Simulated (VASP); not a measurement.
# ZrSi2: single point with PBE

ZrSi2:

```
Zr Si
1.0
    -1.64386    1.64386    4.58521
     1.64386   -1.64386    4.58521
     1.64386    1.64386   -4.58521
Zr Si
1 2
Cartesian
  0.0000 0.0000 0.0000
  0.0000 0.1200 2.8432
  0.0000 0.0000 6.3272
```

This cell differs from its parent crystal: atom 2 (Si) moved 0.12 Å along y.

| Item | Value |
| --- | --- |
| Program | VASP 6.6.1 |
| Task | single point |
| Functional | PBE |
| Potentials or basis | VASP PAW PBE potentials, release 64 (Zr_sv, Si) |
| Cutoff | 520 eV |
| k mesh | 14 × 14 × 14 |
| Occupations | gaussian, width 0.05 eV |
| Spin | no spin polarisation |

* Pressure: 0.5 GPa
* Largest force: 0.454 eV/Å
* Band gap on the k mesh: zero (bands 10 and 11 overlap by 1.49 eV)

Forces on the atoms (eV/Å):
```
Zr   0.000  0.199  0.044
Si   0.000 -0.452  0.041
Si   0.000  0.253 -0.084
```

Stress tensor (GPa, compression positive):
```
 1.15  0.00  0.00
 0.00 -0.29 -0.45
 0.00 -0.45  0.51
```

Levels at points of the mesh, in eV from the Fermi level:
| k point | band 8 | band 9 | band 10 | band 11 | band 12 | band 13 |
| --- | --- | --- | --- | --- | --- | --- |
| (0.00, 0.00, 0.00) | -1.23 | -1.17 | -0.90 | 2.48 | 3.16 | 3.69 |
| (0.50, 0.00, 0.00) | -2.99 | -0.91 | 0.43 | 1.97 | 2.42 | 3.93 |
| (0.00, 0.50, 0.00) | -3.06 | -0.95 | 0.31 | 2.01 | 2.84 | 3.93 |
| (0.00, 0.50, 0.50) | -3.10 | -1.00 | 0.11 | 1.99 | 3.25 | 3.88 |
| (0.50, 0.50, 0.00) | -4.80 | -3.23 | -1.61 | 0.59 | 1.35 | 3.31 |
| (0.50, 0.50, 0.50) | -1.16 | -0.17 | -0.09 | 1.59 | 1.59 | 2.25 |

Run time: 23 min on 1 thread of Oxide Virtual Turin-like Processor (shared host), peak memory 0.69 GiB.

Caveat: the cell differs from its parent crystal (atom 2 (Si) moved 0.12 Å along y).
